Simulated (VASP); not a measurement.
Input of a VASP 6.6.1 run:

The input INCAR:

```
SYSTEM = BPt
  PREC = Accurate
  ENCUT = 600
  EDIFF = 1E-6
  ISMEAR = 0
  SIGMA = 0.1
  LREAL = .False.
  LASPH = .True.
  NELM = 100
  ALGO = Normal
  ISIF = 3
  LWAVE = .False.
  LCHARG = .False.
  GGA = PE
  IBRION = 2
  NSW = 90
  EDIFFG = -0.04
```

KPOINTS

```
regular mesh
0
Gamma
  8 8 8
  0 0 0
```

Contents of POSCAR:

```
BPt
1.0
    0.0000000000      2.1283740800      2.1283740800
    2.1283740800      0.0000000000      2.1283740800
    2.1283740800      2.1283740800      0.0000000000
B Pt
1 1
Direct
    0.5000000000      0.5000000000      0.5000000000
    0.0000000000      0.0000000000      0.0000000000
```

Potentials or basis: VASP PAW PBE potentials, release 64 (B, Pt).

Launch:

```sh
$ cat potpaw_PBE.64/B/POTCAR potpaw_PBE.64/Pt/POTCAR > POTCAR
$ mpirun -np 1 vasp_std > vasp.out
```

Task: What does it give for the space group after relaxing (to 0.05 Å)?

Result: Fm-3m (No. 225).

Task: What does it give for the relaxed cell?

Result: a = 3.202 Å, b = 3.202 Å, c = 3.202 Å, α = 60.00°, β = 60.00°, γ = 60.00°.

Task: What does it give for the relaxed volume?

Result: 11.60 Å³/atom.

The path:
```tsv
step	energy change (eV)	largest force (eV/Å)	pressure (GPa)	volume (Å³)
1	0.0000	0.0000	69.70	19.28
2	0.9453	0.0000	-35.82	33.52
3	-0.7094	0.0000	-5.23	23.74
4	-0.7177	0.0000	-1.34	23.34
5	-0.7183	0.0000	0.02	23.21
```

Caveat: the volume moved by over 15 % at a fixed basis, so the end points are rough.
